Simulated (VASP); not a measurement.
# AlSi16 (a cell with a defect) in VASP: further runs

The runs below take AlSi16 (a cell with a defect) through single point, with PBE.

All numbers are computed with VASP 6.6.1; they aren't measurements. Logs are shortened: lines on timing, memory, paths and dates and some standing lists are left out, and cuts for length are marked.

## 1. The cell of the first run

The cell holds a defect, 17 atoms: a = 7.679 Å, b = 7.679 Å, c = 7.679 Å, α = 60.00°, β = 60.00°, γ = 60.00°.

## 2. Single point, PBE, collinear spin, ferromagnetic start

Contents of INCAR:

```
SYSTEM = AlSi16
ALGO = Normal ; EDIFF = 1E-6
ENCUT = 520 ; GGA = PE
ISIF = 2 ; ISMEAR = -1
ISPIN = 2 ; LASPH = .TRUE.
LCHARG = .FALSE. ; LORBIT = 11
LREAL = Auto ; LWAVE = .FALSE.
MAGMOM = 0 0 0 0 0 0 0 0 0 0 0 0 0 0 0 0 1 ; NBANDS = 52
NELM = 150 ; PREC = Accurate
SIGMA = 0.02
```

Contents of KPOINTS:

```
k-points
0
G
  2 2 2
  0 0 0
```

Contents of POSCAR:

```
AlSi16
1.0
    0.0000000000      5.4300000000      5.4300000000
    5.4300000000      0.0000000000      5.4300000000
    5.4300000000      5.4300000000      0.0000000000
Si Al
16 1
Direct
   -0.0396316759     -0.0435174954      0.1312523020
    0.1365653775      0.2884806630      0.1582228361
   -0.1725230203      0.1693922652      0.4127992634
   -0.0934346225      0.1758655617      0.7340791897
   -0.0503222836      0.7406353591     -0.0202117864
    0.1680386740      0.4510405157      0.3266206262
   -0.1418508287      0.5548158379      0.5685543278
    0.0952302026      0.7515653775      0.4949723757
    0.3975966851     -0.0268416206      0.0285174954
    0.5669244936      0.0520810313      0.1655248619
    0.3395027624      0.0296500921      0.5420994475
    0.5049355433      0.1199079190      0.6635543278
    0.4646500921      0.4332136280     -0.0313720074
    0.5723756906      0.5818047882      0.1218968692
    0.4553130755      0.4644843462      0.4823848987
    0.4859116022      0.6748618785      0.6360773481
    0.8892909761      0.3269521179      0.9646132597
```

Potentials or basis: VASP PAW PBE potentials, release 64 (Si, Al).

Command:

```sh
$ cat potpaw_PBE.64/Si/POTCAR potpaw_PBE.64/Al/POTCAR > POTCAR
$ mpirun -np 1 vasp_std > vasp.out
```

OUTCAR:

```text
SYSTEM = AlSi16
   EDIFF = 1E-6
   ENCUT = 520
   GGA = PE
   ISIF = 2
   ISMEAR = -1
   ISPIN = 2
   LASPH = .TRUE.
   LORBIT = 11
   LREAL = Auto
   NELM = 150
   PREC = Accurate

 ion  position               nearest neighbor table
   1  0.960  0.956  0.131-  17 2.35   5 2.50  10 2.63   4 2.78   3 2.84   8 2.87   9 3.10
   2  0.137  0.288  0.158-   6 2.35   3 2.46   9 2.54  13 2.69  17 2.78   5 2.87  10 2.88
   3  0.827  0.169  0.413-  12 2.33   2 2.46  15 2.61   8 2.76   1 2.84   4 2.85  17 2.88
   4  0.907  0.176  0.734-   7 2.43  17 2.48  11 2.74   1 2.78   5 2.84   3 2.85  10 3.06  13 3.07
                             6 3.10
   5  0.950  0.741  0.980-   1 2.50   4 2.84   2 2.87  10 2.93   6 3.11
   6  0.168  0.451  0.327-   7 2.22   2 2.35  13 2.56  11 2.74   8 2.88  15 3.05   4 3.10   5 3.11
                            14 3.13
   7  0.858  0.555  0.569-   6 2.22  16 2.38   4 2.43   8 2.60  17 2.71
   8  0.095  0.752  0.495-  15 2.52   7 2.60   3 2.76   1 2.87   6 2.88
   9  0.398  0.973  0.029-  12 2.29  10 2.44  14 2.47   2 2.54   1 3.10
  10  0.567  0.052  0.166-  13 2.44   9 2.44  11 2.49   1 2.63   2 2.88   5 2.93   4 3.06
  11  0.340  0.030  0.542-  16 2.23  12 2.38  10 2.49   6 2.74   4 2.74
  12  0.505  0.120  0.664-  15 2.22   9 2.29   3 2.33  11 2.38
  13  0.465  0.433  0.969-  16 2.27  10 2.44   6 2.56  14 2.58   2 2.69  17 2.93   4 3.07
  14  0.572  0.582  0.122-  15 2.26  17 2.42   9 2.47  13 2.58   6 3.13
  15  0.455  0.464  0.482-  12 2.22  14 2.26   8 2.52  16 2.57   3 2.61   6 3.05
  16  0.486  0.675  0.636-  11 2.23  13 2.27   7 2.38  15 2.57
  17  0.889  0.327  0.965-   1 2.35  14 2.42   4 2.48   7 2.71   2 2.78   3 2.88  13 2.93

  LATTYP: Found a face centered cubic cell.
 ALAT       =    10.8600000000

  Lattice vectors:

 A1 = (   0.0000000000,   5.4300000000,   5.4300000000)
 A2 = (   5.4300000000,   0.0000000000,   5.4300000000)
 A3 = (   5.4300000000,   5.4300000000,   0.0000000000)

Analysis of symmetry for initial positions (statically):
=====================================================================
 Subroutine PRICEL returns:
 Original cell was already a primitive cell.

 Routine SETGRP: Setting up the symmetry group for a
 face centered cubic supercell.

 Subroutine GETGRP returns: Found  1 space group operations
 (whereof  1 operations were pure point group operations)
 out of a pool of 48 trial point group operations.

The static configuration has the point symmetry C_1 .

Analysis of symmetry for dynamics (positions and initial velocities):
=====================================================================
 Subroutine PRICEL returns:
 Original cell was already a primitive cell.

 Routine SETGRP: Setting up the symmetry group for a
 face centered cubic supercell.

 Subroutine GETGRP returns: Found  1 space group operations
 (whereof  1 operations were pure point group operations)
 out of a pool of 48 trial point group operations.

The dynamic configuration has the point symmetry C_1 .

Analysis of structural, dynamic, and magnetic symmetry:
=====================================================================
 Subroutine PRICEL returns:
 Original cell was already a primitive cell.

 Routine SETGRP: Setting up the symmetry group for a
 face centered cubic supercell.

 Subroutine GETGRP returns: Found  1 space group operations
 (whereof  1 operations were pure point group operations)
 out of a pool of 48 trial point group operations.

The overall configuration has the point symmetry C_1 .

 Subroutine INISYM returns: Found  1 space group operations
 (whereof  1 operations are pure point group operations),
 and found     1 'primitive' translations

----------------------------------------------------------------------------------------

                                     Primitive cell

  volume of cell :     320.2060

  direct lattice vectors                    reciprocal lattice vectors
     0.000000000  5.430000000  5.430000000    -0.092081031  0.092081031  0.092081031
[... 49 lines left out ...]
  ---------------------------------------------------
  free energy    TOTEN  =       -80.74785285 eV

  energy without entropy =      -80.73949641  energy(sigma->0) =      -80.74367463

 E-fermi :   6.4933     XC(G=0):  -9.8572

 val. band max:        6.4531050104   @ k =   0.5000   0.0000   0.5000
 cond. band min:       6.5345795333   @ k =   0.0000   0.5000   0.5000
 fundamental gap:      0.0814745229
 Fermi energy:         6.4932545387

 spin component 1

 k-point     1 :       0.0000    0.0000    0.0000
  band No.  band energies     occupation
      1      -5.9377      1.00000
      2      -3.7354      1.00000
      3      -3.3210      1.00000
      4      -3.0495      1.00000
      5      -2.8613      1.00000
      6      -2.6295      1.00000
[... 373 lines left out ...]
     44       9.7444      0.00000
     45       9.8449      0.00000
 Fermi energy:         6.4932545387

 spin component 2

 k-point     1 :       0.0000    0.0000    0.0000
  band No.  band energies     occupation
      1      -5.9377      1.00000
      2      -3.7354      1.00000
      3      -3.3210      1.00000
      4      -3.0495      1.00000
      5      -2.8613      1.00000
      6      -2.6295      1.00000
[... 373 lines left out ...]
     44       9.7444      0.00000
     45       9.8449      0.00000
 [bands above 45 left out]

------------------------ aborting loop because EDIFF is reached ----------------------------------------

  FORCE on cell =-STRESS in cart. coord.  units (eV):
  Direction    XX          YY          ZZ          XY          YZ          ZX
  --------------------------------------------------------------------------------------
  -------------------------------------------------------------------------------------
  Total       -0.5212035     -3.3778024     -0.4315702     -4.4546980     -5.4875313     -2.5889834
  in kB       -2.6078849    -16.9011141     -2.1593974    -22.2894506    -27.4573177    -12.9541931
  external PRESSURE =      -7.2227988 kB  Pullay stress =       0.0000000 kB

 VOLUME and BASIS-vectors are now :
 -----------------------------------------------------------------------------
  energy-cutoff  :      520.00
  volume of cell :      320.21
      direct lattice vectors                 reciprocal lattice vectors
     0.000000000  5.430000000  5.430000000    -0.092081031  0.092081031  0.092081031
     5.430000000  0.000000000  5.430000000     0.092081031 -0.092081031  0.092081031
     5.430000000  5.430000000  0.000000000     0.092081031  0.092081031 -0.092081031

 POSITION                                       TOTAL-FORCE (eV/Angst)
 -----------------------------------------------------------------------------------
      5.90640      5.92750     10.40850        -0.353344      0.813791     -1.161808
      2.42560      1.60070      2.30800        -0.290284     -1.004424     -0.137097
      3.16130      6.73470      5.41300        -0.827586      0.852677     -0.004613
      4.94100      8.90870      5.87760        -1.202503      0.223936     -0.090279
      9.34190     10.47700      9.17840         0.058516     -0.004669     -0.219868
      4.22270      2.68600      3.36160        -1.292428      0.032641      0.852416
[... 9 lines left out ...]
      7.11840      6.09240      6.30300        -1.743492     -0.063413     -0.737354
      7.01320     10.06670      6.60420         0.644859      0.069037      1.370595
 -----------------------------------------------------------------------------------
    total drift:                               -0.002934     -0.006981      0.000517

  FREE ENERGIE OF THE ION-ELECTRON SYSTEM (eV)
  ---------------------------------------------------
  free  energy   TOTEN  =       -80.7478528547 eV

  energy  without entropy=      -80.7394964070  energy(sigma->0) =      -80.74367463

 total charge

# of ion       s       p       d       tot
------------------------------------------
    1        0.821   0.759   0.000   1.580
    2        0.824   0.772   0.000   1.597
    3        0.803   0.775   0.000   1.578
    4        0.831   0.734   0.000   1.565
    5        0.890   0.617   0.000   1.507
    6        0.835   0.782   0.000   1.617
[... 9 lines left out ...]
   16        0.772   0.896   0.000   1.669
   17        0.427   0.363   0.000   0.790
--------------------------------------------------
tot         13.339  13.194   0.000  26.533

 magnetization (x)

# of ion       s       p       d       tot
------------------------------------------
    1        0.000   0.000   0.000   0.000
    2       -0.000   0.000   0.000  -0.000
    3       -0.000  -0.000   0.000  -0.000
    4        0.000   0.000   0.000   0.000
    5        0.000   0.000   0.000   0.000
    6        0.000   0.000   0.000   0.000
[... 9 lines left out ...]
   16       -0.000  -0.000   0.000  -0.000
   17        0.000   0.000   0.000   0.000
--------------------------------------------------
tot          0.000  -0.000   0.000   0.000
```

Run time: 5 min. Hardware: 1 thread of AMD EPYC 9R45 (Zen 5), shared host; peak memory 0.67 GiB.

What came out:

```yaml
Free_energy: -80.7479 eV
Pressure: -0.7 GPa
Largest_force: 2.478 eV/Å
Net_moment: 0.00 μB per cell
Valence_electrons_inside_the_program's_atomic_spheres: Si 1.58, 1.60, 1.56, 1.51, 1.62, 1.66, 1.53, 1.61, 1.64, 1.71, 1.63, 1.67; Al 0.79
```

Forces on the atoms (eV/Å):
```
Si  -0.353  0.814 -1.162
Si  -0.290 -1.004 -0.137
Si  -0.828  0.853 -0.005
Si  -1.203  0.224 -0.090
Si   0.059 -0.005 -0.220
Si  -1.292  0.033  0.852
Si   1.263  0.107 -0.220
Si   0.164 -0.888 -0.273
Si   0.377  0.707 -0.660
Si  -0.209  0.447  0.414
Si   1.223 -1.408  0.641
Si  -0.688  0.115 -0.780
Si   0.575  1.189 -0.620
Si   0.096 -0.623  0.646
Si   2.205 -0.565  0.980
Si  -1.743 -0.063 -0.737
Al   0.645  0.069  1.371
```

Stress tensor (GPa, compression positive):
```
-0.26 -2.23 -1.30
-2.23 -1.69 -2.75
-1.30 -2.75 -0.22
```

Caveat: the k points lie up to 0.50 Å⁻¹ apart.

## 3. Single point, PBE, collinear spin, ferromagnetic start

Contents of INCAR:

```
SYSTEM = AlSi16
PREC = Accurate
ENCUT = 520
EDIFF = 1E-6
ISMEAR = -1
SIGMA = 0.02
LREAL = Auto
LASPH = .TRUE.
NELM = 150
ALGO = Normal
ISIF = 2
LWAVE = .FALSE.
LCHARG = .FALSE.
ISPIN = 2
MAGMOM = 0 0 0 0 0 0 0 0 0 0 0 0 0 0 0 0 1
LORBIT = 11
GGA = PE
NBANDS = 52
```

Contents of KPOINTS:

```
Automatic mesh
0
G
  2 2 2
  0 0 0
```

Contents of POSCAR:

```
AlSi16
1.0
    0.0000000000      5.4300000000      5.4300000000
    5.4300000000      0.0000000000      5.4300000000
    5.4300000000      5.4300000000      0.0000000000
Si Al
16 1
Direct
   -0.0145488029     -0.1130570902      0.2034806630
    0.1426151013      0.3043278085      0.1321362799
   -0.1411694291      0.1417587477      0.3758471455
   -0.1320994475      0.1670165746      0.7148066298
   -0.0886924494      0.8249171271     -0.0555616943
    0.2317955801      0.3855340700      0.3748342541
   -0.1209668508      0.6157918969      0.5169521179
    0.0579558011      0.7879005525      0.5182504604
    0.3598987109     -0.0445948435      0.0728084715
    0.6019429098      0.0212062615      0.1403959484
    0.3019981584      0.0283517495      0.4865653775
    0.5171823204      0.1109392265      0.6784530387
    0.4931952118      0.4041160221      0.0010773481
    0.5250920810      0.5754051565      0.1532872928
    0.4189502762      0.4958195212      0.5290055249
    0.5073941068      0.6614825046      0.6411878453
    0.9192081031      0.3795211786      0.8932228361
```

Potentials or basis: VASP PAW PBE potentials, release 64 (Si, Al).

Command:

```sh
$ cat potpaw_PBE.64/Si/POTCAR potpaw_PBE.64/Al/POTCAR > POTCAR
$ mpirun -np 1 vasp_std > vasp.out
```

Run time: 4.8 min. Hardware: 1 thread of AMD EPYC 9R45 (Zen 5), shared host; peak memory 0.67 GiB.

Results (log left out):

```
Free energy                                           : -81.0061 eV
Pressure                                              : -1.2 GPa
Largest force                                         : 2.177 eV/Å
Net moment                                            : 0.00 μB per cell
Valence electrons inside the program's atomic spheres : Si 1.61, 1.56, 1.60, 1.57, 1.66, 1.58, 1.63, 1.59, 1.62; Al 0.72
```

Forces on the atoms (eV/Å):
```
Si  -0.655 -1.525  0.682
Si  -0.063 -0.441 -0.133
Si   0.942 -0.339  0.027
Si   0.326 -0.524  0.842
Si  -0.860  1.134 -0.262
Si   0.465 -0.523  0.170
Si  -0.545  0.097 -0.818
Si   0.740  1.980  0.520
Si  -0.228 -0.548  0.187
Si   0.879  0.211 -0.657
Si  -0.847  0.506 -0.546
Si   0.180 -0.260  0.285
Si  -1.198 -0.699 -0.166
Si   0.642  0.749  0.486
Si  -0.342 -0.679 -0.533
Si   0.379  0.483  0.131
Al   0.186  0.378 -0.215
```

Stress tensor (GPa, compression positive):
```
-2.29 -0.74 -0.02
-0.74 -0.72 -1.86
-0.02 -1.86 -0.74
```

Levels at points of the mesh, in eV from the Fermi level:
Spin up:
| k point | band 31 | band 32 | band 33 | band 34 | band 35 | band 36 |
| --- | --- | --- | --- | --- | --- | --- |
| (0.00, 0.00, 0.00) | -0.49 | -0.17 | -0.15 | -0.08 | 0.10 | 0.35 |
| (0.50, 0.00, 0.00) | -0.75 | -0.63 | -0.33 | 0.07 | 0.35 | 0.61 |
| (0.00, 0.50, 0.00) | -1.08 | -0.79 | -0.37 | -0.11 | 0.24 | 0.30 |
| (0.00, 0.00, 0.50) | -0.92 | -0.81 | -0.45 | 0.04 | 0.20 | 0.46 |
| (0.50, 0.50, 0.50) | -0.98 | -0.92 | -0.59 | -0.12 | 0.08 | 0.52 |
| (0.50, 0.50, 0.00) | -0.96 | -0.65 | -0.02 | 0.09 | 0.20 | 0.35 |
| (0.00, 0.50, 0.50) | -0.75 | -0.68 | -0.24 | -0.07 | 0.04 | 0.66 |
| (0.50, 0.00, 0.50) | -0.92 | -0.66 | -0.41 | 0.20 | 0.37 | 0.55 |
Spin down:
| k point | band 29 | band 30 | band 31 | band 32 | band 33 | band 34 | band 35 | band 36 | band 37 | band 38 |
| --- | --- | --- | --- | --- | --- | --- | --- | --- | --- | --- |
| (0.00, 0.00, 0.00) | -0.95 | -0.79 | -0.49 | -0.17 | -0.15 | -0.08 | 0.10 | 0.35 | 0.43 | 0.73 |
| (0.50, 0.00, 0.00) | -1.45 | -1.00 | -0.75 | -0.63 | -0.33 | 0.07 | 0.35 | 0.61 | 1.05 | 1.14 |
| (0.00, 0.50, 0.00) | -1.44 | -1.27 | -1.08 | -0.79 | -0.37 | -0.11 | 0.24 | 0.30 | 0.70 | 1.27 |
| (0.00, 0.00, 0.50) | -1.26 | -1.04 | -0.92 | -0.81 | -0.45 | 0.04 | 0.20 | 0.46 | 1.02 | 1.16 |
| (0.50, 0.50, 0.50) | -1.46 | -1.13 | -0.98 | -0.92 | -0.59 | -0.12 | 0.08 | 0.52 | 0.87 | 1.27 |
| (0.50, 0.50, 0.00) | -1.33 | -1.15 | -0.96 | -0.65 | -0.02 | 0.09 | 0.20 | 0.35 | 0.73 | 0.92 |
| (0.00, 0.50, 0.50) | -1.37 | -0.99 | -0.75 | -0.68 | -0.24 | -0.07 | 0.04 | 0.66 | 0.89 | 0.92 |
| (0.50, 0.00, 0.50) | -1.46 | -1.20 | -0.92 | -0.66 | -0.41 | 0.20 | 0.37 | 0.55 | 0.63 | 0.86 |

Caveat: the k points lie up to 0.50 Å⁻¹ apart.

## 4. Single point, PBE, collinear spin, ferromagnetic start

Edit INCAR of step 3 so:

```diff
@@ -3,3 +3,3 @@
 ENCUT = 520
-EDIFF = 1E-6
+EDIFF = 1E-7
 ISMEAR = -1
```

KPOINTS is that of step 3.

Contents of POSCAR:

```
AlSi16
1.0
    0.0000000000      5.4300000000      5.4300000000
    5.4300000000      0.0000000000      5.4300000000
    5.4300000000      5.4300000000      0.0000000000
Si Al
16 1
Direct
   -0.0130570902     -0.0830018416      0.1279373849
    0.1299631676      0.3284530387      0.0836279926
   -0.1599171271      0.1376335175      0.3846685083
   -0.1646408840      0.2094106814      0.6511970534
   -0.0534530387      0.8115193370     -0.0678360958
    0.2650368324      0.3451657459      0.4115377532
   -0.0923112339      0.6249815838      0.4919981584
    0.0705709024      0.8022836096      0.6332228361
    0.3086648250     -0.0246132597      0.0624769797
    0.5980478821     -0.0162615101      0.1901657459
    0.2933609576     -0.0210220994      0.4636372007
    0.5181399632      0.1081767956      0.6730570902
    0.5326795580      0.3516114180     -0.0164180479
    0.5366390424      0.5666390424      0.1723848987
    0.3508011050      0.4823296501      0.5588858195
    0.5397974217      0.6932965009      0.6820257827
    0.9194383057      0.4319060773      0.8734346225
```

Command:

```sh
$ cat potpaw_PBE.64/Si/POTCAR potpaw_PBE.64/Al/POTCAR > POTCAR
$ mpirun -np 1 vasp_std > vasp.out
```

It took 15 min on 1 thread of Oxide Virtual Turin-like, shared host; peak memory 0.67 GiB.

Results (log left out):

```yaml
Free_energy: -79.3106 eV
Pressure: -0.8 GPa
Largest_force: 5.583 eV/Å
Net_moment: 0.00 μB per cell
Valence_electrons_inside_the_program's_atomic_spheres: Si 1.61, 1.57, 1.58, 1.55, 1.72, 1.59, 1.74, 1.66, 1.54, 1.63; Al 0.75
```

Forces in eV/Å, atoms in the order of the input:
```
Si   1.916  1.233  0.341
Si   0.143  1.092  0.537
Si  -0.891 -0.211 -0.078
Si   1.100  0.665 -0.440
Si   3.498  1.055 -2.403
Si  -0.888 -0.557 -0.533
Si  -0.344  0.153  0.532
Si  -4.343 -3.501 -0.222
Si  -0.735  0.263  0.109
Si  -1.661  0.131  1.222
Si   0.974  0.866  1.321
Si   0.074  0.281 -0.589
Si   0.329 -0.522 -0.052
Si   0.110 -0.280 -0.062
Si   0.382  0.548  0.973
Si   0.189 -0.547 -0.127
Al   0.146 -0.668 -0.528
```

Stress tensor (GPa, compression positive):
```
 1.57  2.94 -2.33
 2.94 -1.78  1.94
-2.33  1.94 -2.25
```

Levels at points of the mesh, in eV from the Fermi level:
Spin up:
| k point | band 30 | band 31 | band 32 | band 33 | band 34 | band 35 | band 36 | band 37 |
| --- | --- | --- | --- | --- | --- | --- | --- | --- |
| (0.00, 0.00, 0.00) | -0.48 | -0.43 | -0.20 | -0.11 | 0.02 | 0.11 | 0.50 | 0.59 |
| (0.50, 0.00, 0.00) | -0.98 | -0.75 | -0.66 | -0.49 | 0.05 | 0.16 | 0.61 | 0.76 |
| (0.00, 0.50, 0.00) | -1.12 | -0.94 | -0.70 | -0.54 | -0.25 | 0.15 | 0.58 | 0.84 |
| (0.00, 0.00, 0.50) | -1.01 | -0.74 | -0.47 | -0.22 | 0.10 | 0.22 | 0.80 | 1.07 |
| (0.50, 0.50, 0.50) | -1.34 | -1.01 | -0.68 | -0.52 | -0.13 | 0.02 | 0.37 | 0.61 |
| (0.50, 0.50, 0.00) | -1.06 | -0.53 | -0.47 | -0.25 | 0.03 | 0.13 | 0.51 | 0.60 |
| (0.00, 0.50, 0.50) | -1.00 | -0.82 | -0.51 | -0.35 | 0.04 | 0.28 | 0.35 | 0.62 |
| (0.50, 0.00, 0.50) | -1.17 | -0.78 | -0.61 | -0.37 | -0.11 | 0.07 | 0.22 | 0.73 |
Spin down:
```csv
k point,band 30,band 31,band 32,band 33,band 34,band 35,band 36,band 37
"(0.00, 0.00, 0.00)",-0.48,-0.43,-0.20,-0.11,0.02,0.11,0.50,0.59
"(0.50, 0.00, 0.00)",-0.98,-0.75,-0.66,-0.49,0.05,0.16,0.61,0.76
"(0.00, 0.50, 0.00)",-1.12,-0.94,-0.70,-0.54,-0.25,0.15,0.58,0.84
"(0.00, 0.00, 0.50)",-1.01,-0.74,-0.47,-0.22,0.10,0.22,0.80,1.07
"(0.50, 0.50, 0.50)",-1.34,-1.01,-0.68,-0.52,-0.13,0.02,0.37,0.61
"(0.50, 0.50, 0.00)",-1.06,-0.53,-0.47,-0.25,0.03,0.13,0.51,0.60
"(0.00, 0.50, 0.50)",-1.00,-0.82,-0.51,-0.35,0.04,0.28,0.35,0.62
"(0.50, 0.00, 0.50)",-1.17,-0.78,-0.61,-0.37,-0.11,0.07,0.22,0.73
```

Caveat: the k points lie up to 0.50 Å⁻¹ apart.
